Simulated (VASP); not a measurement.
# Te2Mo in VASP: further runs

The runs below take Te2Mo through single point, with r2SCAN.

All numbers are computed with VASP 6.6.1; they aren't measurements. Logs are shortened: lines on timing, memory, paths and dates and some standing lists are left out, and cuts for length are marked.

**1. The cell of the first run**

The cell holds a slab with vacuum, 3 atoms: a = 3.560 Å, b = 3.560 Å, c = 17.524 Å, α = 90.00°, β = 90.00°, γ = 120.00°.

**2. Single point, r2SCAN**

The input, POSCAR:

```
Te2Mo
1.0
    3.5602328140      0.0000000000      0.0000000000
   -1.7801164070      3.0832520603      0.0000000000
    0.0000000000      0.0000000000     17.5240578200
Te Mo
2 1
Direct
    0.3241611916      0.6483223832      0.9006661029
    0.3241611916      0.6483223832      0.1049552029
    0.0000000000      0.0000000000      0.0000000000
```

The input, INCAR.step1:

```
SYSTEM = Te2Mo
PREC = Accurate
ENCUT = 520
ISMEAR = 0
SIGMA = 0.05
LREAL = .False.
LASPH = .True.
NELM = 60
NBANDS = 20
GGA = PE
ALGO = Normal
EDIFF = 1E-4
LWAVE = .True.
LCHARG = .False.
```

The input, INCAR.step2:

```
SYSTEM = Te2Mo
PREC = Accurate
ENCUT = 520
EDIFF = 1E-6
ISMEAR = 0
SIGMA = 0.05
LREAL = .False.
LASPH = .True.
NELM = 60
ALGO = Normal
ISIF = 2
LWAVE = .False.
LCHARG = .True.
METAGGA = R2SCAN
LMIXTAU = .True.
LELF = .True.
LVHAR = .True.
NBANDS = 20
ISTART = 1
```

The input, KPOINTS:

```
regular mesh
0
Gamma
  12 12 2
  0 0 0
```

Potentials or basis: VASP PAW PBE potentials, release 64 (Te, Mo_sv).

Started as:

```sh
cat potpaw_PBE.64/Te/POTCAR potpaw_PBE.64/Mo_sv/POTCAR > POTCAR
cp INCAR.step1 INCAR
mpirun -np 1 vasp_std > vasp.out
cp INCAR.step2 INCAR
mpirun -np 1 vasp_std > vasp.out
```

OUTCAR:

```text
SYSTEM = Te2Mo
   PREC = Accurate
   ENCUT = 520
   EDIFF = 1E-6
   ISMEAR = 0
   LREAL = .False.
   LASPH = .True.
   NELM = 60
   ISIF = 2
   METAGGA = R2SCAN
   ISTART = 1

 ion  position               nearest neighbor table
   1  0.324  0.648  0.901-   3 2.65   3 2.72   3 2.72   2 3.58
   2  0.324  0.648  0.105-   3 2.72   3 2.78   3 2.78   1 3.58
   3  0.000  0.000  0.000-   1 2.65   1 2.72   1 2.72   2 2.72   2 2.78   2 2.78

  LATTYP: Found a hexagonal cell.
 ALAT       =     3.5602328140
 C/A-ratio  =     4.9221662558

  Lattice vectors:

 A1 = (   3.5602328140,   0.0000000000,   0.0000000000)
 A2 = (  -1.7801164070,   3.0832520603,   0.0000000000)
 A3 = (   0.0000000000,   0.0000000000,  17.5240578200)

Analysis of symmetry for initial positions (statically):
=====================================================================
 Subroutine PRICEL returns:
 Original cell was already a primitive cell.

 Routine SETGRP: Setting up the symmetry group for a
 hexagonal supercell.

 Subroutine GETGRP returns: Found  2 space group operations
 (whereof  2 operations were pure point group operations)
 out of a pool of 24 trial point group operations.

The static configuration has the point symmetry C_1h.

Analysis of symmetry for dynamics (positions and initial velocities):
=====================================================================
 Subroutine PRICEL returns:
 Original cell was already a primitive cell.

 Routine SETGRP: Setting up the symmetry group for a
 hexagonal supercell.

 Subroutine GETGRP returns: Found  2 space group operations
 (whereof  2 operations were pure point group operations)
 out of a pool of 24 trial point group operations.

The dynamic configuration has the point symmetry C_1h.

 Subroutine INISYM returns: Found  2 space group operations
 (whereof  2 operations are pure point group operations),
 and found     1 'primitive' translations

----------------------------------------------------------------------------------------

                                     Primitive cell

  volume of cell :     192.3633

  direct lattice vectors                    reciprocal lattice vectors
[... 83 lines left out ...]
   ISPIN  =      1    spin polarized calculation?
   LNONCOLLINEAR =      F non collinear calculations
   LSORBIT =      F    spin-orbit coupling
   LASPH  =      T    aspherical Exc in radial PAW
   ENCUT  =  520.0 eV  38.22 Ry    6.18 a.u.   6.62  6.62 32.58*2*pi/ulx,y,z
   NELM   =     60;   NELMIN=  2; NELMDL=  0     # of ELM steps
   EDIFF  = 0.1E-05   stopping-criterion for ELM
   LREAL  =      F    real-space projection
   EDIFFG = 0.1E-04   stopping-criterion for IOM
   NSW    =      0    number of steps for IOM
   IBRION =     -1    ionic relax: 0-MD 1-quasi-New 2-CG
   NFREE  =      0    steps in history (QN), initial steepest desc. (CG)
   ISIF   =      2    stress and relaxation
   ISYM   =      2    0-nonsym 1-usesym 2-fastsym
   POTIM  = 0.5000    time-step for ionic-motion
   TEBEG  =    0.0;   TEEND  =   0.0 temperature during run
   PSTRESS=    0.0 pullay stress
   NELECT =      26.0000    total number of electrons
   NUPDOWN=      -1.0000    fix difference up-down
   EMIN   =  10.00;   EMAX   =-10.00  energy-range for DOS
   EFERMI =   0.00;   METHOD = LEGACY
   ISMEAR =     0;   SIGMA  =   0.05  broadening in eV -4-tet -1-fermi 0-gaus
   EFERMI_NEDOS =   21; number of points for ismear=-14 and -15
   IALGO  =     38    algorithm
   IMIX   =      4    mixing-type and parameters
     AMIX     =   0.40;   BMIX     =  1.00
     AMIX_MAG =   1.60;   BMIX_MAG =  1.00
  volume/ion in A,a.u.               =      64.12       432.71
  Fermi-wavevector in a.u.,A,eV,Ry     =   0.840153  1.587660  9.603777  0.705858
  Thomas-Fermi vector in A             =   1.954489
   LORBIT       =      0    0 simple, 1 ext, 2 COOP (PROOUT), +10 PAW based schemes
   METAGGA = R2SCAN    functional components
   LHFCALC =     F    Hartree Fock is set to
   AEXX    =    0.0000 exact exchange contribution
   IVDW    =     0    specifies the selected vdW correction
   LEPSILON=     F    determine dielectric tensor
   LRPA    =     F    only Hartree local field effects (RPA)
 non-spin polarized calculation
 Gauss-broadening in eV      SIGMA  =   0.05
  energy-cutoff  :      520.00
  volume of cell :      192.36
 maximum number of plane-waves:      5262
   NGX = 13   NGY = 13   NGZ = 65

 number of electron      26.0000001 magnetization

 Free energy of the ion-electron system (eV)
  ---------------------------------------------------
  ext. energy  EPLUGINS =         0.00000000
  ---------------------------------------------------
  free energy    TOTEN  =       -77.72107252 eV

  energy without entropy =      -77.72107252  energy(sigma->0) =      -77.72107252

 E-fermi :   0.3278     XC(G=0):  -4.7705

 val. band max:       -0.0233278241   @ k =   0.3333   0.3333   0.5000
 cond. band min:       1.1041862113   @ k =   0.3333   0.3333   0.0000
 fundamental gap:      1.1275140353
 Fermi energy:         0.3277695635

 k-point     1 :       0.0000    0.0000    0.0000
  band No.  band energies     occupation
      1     -62.6517      2.00000
      2     -36.0745      2.00000
      3     -35.9898      2.00000
      4     -35.9761      2.00000
      5     -13.1244      2.00000
      6     -12.0650      2.00000
[... 541 lines left out ...]
     19       6.7350      0.00000
     20       6.9473      0.00000

 [... further k-points ...]

------------------------ aborting loop because EDIFF is reached ----------------------------------------

  FORCE on cell =-STRESS in cart. coord.  units (eV):
  Direction    XX          YY          ZZ          XY          YZ          ZX
  --------------------------------------------------------------------------------------
  -------------------------------------------------------------------------------------
  Total       -0.2151755      0.5094828      0.2254592      0.0000000     -0.1186917      0.0000000
  in kB       -1.7921783      4.2434392      1.8778305      0.0000000     -0.9885735      0.0000000
  external PRESSURE =       1.4430304 kB  Pullay stress =       0.0000000 kB

 VOLUME and BASIS-vectors are now :
 -----------------------------------------------------------------------------
  energy-cutoff  :      520.00
  volume of cell :      192.36
      direct lattice vectors                 reciprocal lattice vectors
     3.560232814  0.000000000  0.000000000     0.280880508  0.162166437  0.000000000
    -1.780116407  3.083252060  0.000000000     0.000000000  0.324332873  0.000000000
     0.000000000  0.000000000 17.524057820     0.000000000  0.000000000  0.057064409

 POSITION                                       TOTAL-FORCE (eV/Angst)
 -----------------------------------------------------------------------------------
      0.00000      1.99894     15.78332         0.000000      0.459320     -0.626243
      0.00000      1.99894      1.83924         0.000000      0.370244     -0.461874
      0.00000      0.00000      0.00000        -0.000000     -0.829564      1.088117
 -----------------------------------------------------------------------------------
    total drift:                               -0.000000     -0.000086     -0.000312

  FREE ENERGIE OF THE ION-ELECTRON SYSTEM (eV)
  ---------------------------------------------------
  free  energy   TOTEN  =       -77.7210725155 eV

  energy  without entropy=      -77.7210725155  energy(sigma->0) =      -77.72107252
```

OSZICAR.step1:

```text
N       E                     dE             d eps       ncg     rms          rms(c)
DAV:   1     0.131238636894E+03    0.13124E+03   -0.11485E+04  4624   0.104E+03
DAV:   2    -0.987001441228E+01   -0.14111E+03   -0.13706E+03  4628   0.223E+02
DAV:   3    -0.184455675894E+02   -0.85756E+01   -0.84861E+01  4572   0.448E+01
DAV:   4    -0.186356884811E+02   -0.19012E+00   -0.18993E+00  4912   0.687E+00
DAV:   5    -0.186377160241E+02   -0.20275E-02   -0.20274E-02  4760   0.761E-01    0.148E+01
DAV:   6    -0.182634584772E+02    0.37426E+00   -0.47621E+00  3620   0.119E+01    0.623E+00
DAV:   7    -0.182239400997E+02    0.39518E-01   -0.46389E+00  3796   0.997E+00    0.455E+00
DAV:   8    -0.179750229841E+02    0.24892E+00   -0.11715E+00  3912   0.543E+00    0.130E+00
DAV:   9    -0.179759654470E+02   -0.94246E-03   -0.85396E-02  4388   0.154E+00    0.713E-01
DAV:  10    -0.179719932266E+02    0.39722E-02   -0.21414E-02  4044   0.843E-01    0.168E-01
DAV:  11    -0.179717275354E+02    0.26569E-03   -0.76439E-04  4384   0.165E-01    0.708E-02
DAV:  12    -0.179716924408E+02    0.35095E-04   -0.89953E-05  2620   0.487E-02
   1 F= -.17971692E+02 E0= -.17971692E+02  d E =-.503930E-25
```

It took 39 min on 1 thread of Oxide Virtual Turin-like, shared host; peak memory 0.54 GiB.

What came out:

| Quantity | Value |
| --- | --- |
| Free energy | -77.7211 eV |
| Largest force | 1.368 eV/Å |
| Band gap on the k mesh | 1.13 eV |

Forces on the atoms (eV/Å):
```
Te   0.000  0.459 -0.626
Te   0.000  0.370 -0.462
Mo   0.000 -0.830  1.088
```

Caveat: the cell differs from its parent crystal (all Te atoms moved +0.075 Å, as atom 1 towards its neighbour atom 3 (Mo) at 2.726 Å); there is no dipole correction, which matters where the two faces differ; the PAW data sets were made with another functional, which shifts forces and pressure a little; spin-orbit coupling is left out, which moves the levels of the heavy elements.

**3. Single point, r2SCAN**

The input, POSCAR:

```
Te2Mo
1.0
    3.5602328140      0.0000000000      0.0000000000
   -1.7801164070      3.0832520603      0.0000000000
    0.0000000000      0.0000000000     17.5240578200
Te Mo
2 1
Direct
    0.3302759528      0.6605519055      0.8987923343
    0.3302759528      0.6605519055      0.1030814343
    0.0000000000      0.0000000000      0.0000000000
```

The input, INCAR.step1:

```
PREC     = Accurate       # precision mode
ENCUT    = 520            # plane-wave cutoff, eV
ISMEAR   = 0              # smearing method
SIGMA    = 0.05           # smearing width, eV
LREAL    = F              # projectors in reciprocal space
LASPH    = T              # aspherical terms in the spheres
NELM     = 80             # most SCF steps
NBANDS   = 20             # bands
GGA      = PE             # functional
ALGO     = Normal         # electronic algorithm
EDIFF    = 1E-4           # SCF threshold, eV
LWAVE    = T              # write WAVECAR
LCHARG   = F              # write CHGCAR
```

The input, INCAR.step2:

```
PREC     = Accurate       # precision mode
ENCUT    = 520            # plane-wave cutoff, eV
EDIFF    = 1E-6           # SCF threshold, eV
ISMEAR   = 0              # smearing method
SIGMA    = 0.05           # smearing width, eV
LREAL    = F              # projectors in reciprocal space
LASPH    = T              # aspherical terms in the spheres
NELM     = 80             # most SCF steps
ALGO     = Normal         # electronic algorithm
ISIF     = 2              # what is computed and relaxed
LWAVE    = F              # write WAVECAR
LCHARG   = F              # write CHGCAR
METAGGA  = R2SCAN         # meta-GGA
LMIXTAU  = T            
NBANDS   = 20             # bands
ISTART   = 1
```

The input, KPOINTS:

```
Automatic mesh
0
Gamma
  12 12 2
```

Potentials or basis: VASP PAW PBE potentials, release 64 (Te, Mo_sv).

Started as:

```sh
cat potpaw_PBE.64/Te/POTCAR potpaw_PBE.64/Mo_sv/POTCAR > POTCAR
cp INCAR.step1 INCAR
mpirun -np 1 vasp_std > vasp.out
cp INCAR.step2 INCAR
mpirun -np 1 vasp_std > vasp.out
```

Run time: 42 min. Hardware: 1 thread of Oxide Virtual Turin-like, shared host; peak memory 0.54 GiB.

Results (log left out):

```yaml
Free_energy: -77.7656 eV
Largest_force: 0.453 eV/Å
Band_gap_on_the_k_mesh: 1.13 eV
```

Forces on the atoms (eV/Å):
```
Te   0.000  0.141 -0.207
Te   0.000  0.132 -0.154
Mo   0.000 -0.273  0.361
```

Levels at points of the mesh, in eV from the valence-band top:
| k point | band 11 | band 12 | band 13 | band 14 | band 15 | band 16 |
| --- | --- | --- | --- | --- | --- | --- |
| (0.00, 0.00, 0.00) | -1.06 | -0.96 | -0.40 | 3.10 | 3.23 | 3.46 |
| (0.50, 0.00, 0.00) | -1.69 | -0.75 | -0.46 | 1.47 | 1.85 | 3.52 |
| (0.00, 0.50, 0.00) | -1.73 | -0.77 | -0.46 | 1.46 | 1.84 | 3.60 |
| (0.00, 0.00, 0.50) | -1.06 | -0.96 | -0.40 | 3.10 | 3.23 | 3.46 |
| (0.50, 0.00, 0.50) | -1.69 | -0.75 | -0.46 | 1.47 | 1.85 | 3.52 |
| (0.00, 0.50, 0.50) | -1.73 | -0.77 | -0.46 | 1.46 | 1.84 | 3.60 |

Caveat: the cell differs from its parent crystal (all Te atoms moved +0.025 Å, as atom 1 towards its neighbour atom 3 (Mo) at 2.726 Å); there is no dipole correction, which matters where the two faces differ; the PAW data sets were made with another functional, which shifts forces and pressure a little; spin-orbit coupling is left out, which moves the levels of the heavy elements.
